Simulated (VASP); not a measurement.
Wanted: the native input for a VASP 6.6.1 run.

| Property | Result |
| --- | --- |
| Task | single point |
| Functional | PBE |
| Potentials or basis | VASP PAW PBE potentials, release 64 (Ta_pv, Al, N) |
| Cutoff | 520 eV |
| k mesh | 6 × 6 × 6 |
| Occupations | gaussian, width 0.1 eV |
| Spin | no spin polarisation |
| Dipole correction | no |
| Further INCAR settings | ALGO = Normal; EDIFF = 1e-06; NBANDS = 29 |

The structure of Ta2AlN3 lies in POSCAR:

```
Ta2AlN3
1.0
    5.4833349600      0.0000000000      0.0000000000
   -2.7416674800      4.7487073800      0.0000000000
    0.0000000000      0.0000000000      3.0719755500
Ta Al N
2 1 3
Direct
    0.3333333300      0.6666666700      0.5000000000
    0.0000000000      0.0000000000      0.0000000000
    0.6666666700      0.3333333300      0.5000000000
    0.3928500100      0.0000000000      0.0000000000
    0.6071499900      0.6071499900      0.0000000000
    0.0000000000      0.3928500100      0.0000000000
```

The input as run:

INCAR

```
SYSTEM = Ta2AlN3
PREC = Accurate
ENCUT = 520
EDIFF = 1E-6
ISMEAR = 0
SIGMA = 0.1
LREAL = .False.
LASPH = .True.
NELM = 60
ALGO = Normal
ISIF = 2
LWAVE = .False.
LCHARG = .False.
GGA = PE
NBANDS = 29
```

KPOINTS

```
Automatic mesh
0
Gamma
  6 6 6
  0 0 0
```

Potentials or basis: VASP PAW PBE potentials, release 64 (Ta_pv, Al, N).

Run with:

```console
$ cat potpaw_PBE.64/Ta_pv/POTCAR potpaw_PBE.64/Al/POTCAR potpaw_PBE.64/N/POTCAR > POTCAR
$ mpirun -np 1 vasp_std > vasp.out
```

Results of the run:

```yaml
Pressure: -33.5 GPa
Largest_force: 0.901 eV/Å
Band_gap_on_the_k_mesh: zero (bands 20 and 21 overlap by 0.27 eV)
```

Caveat: the cell stands under tension; spin-orbit coupling is left out, which moves the levels of the heavy elements.

It took 34 s on 1 thread of Intel(R) Xeon(R) 6975P-C (Granite Rapids), on a shared host, peak memory 0.23 GiB.
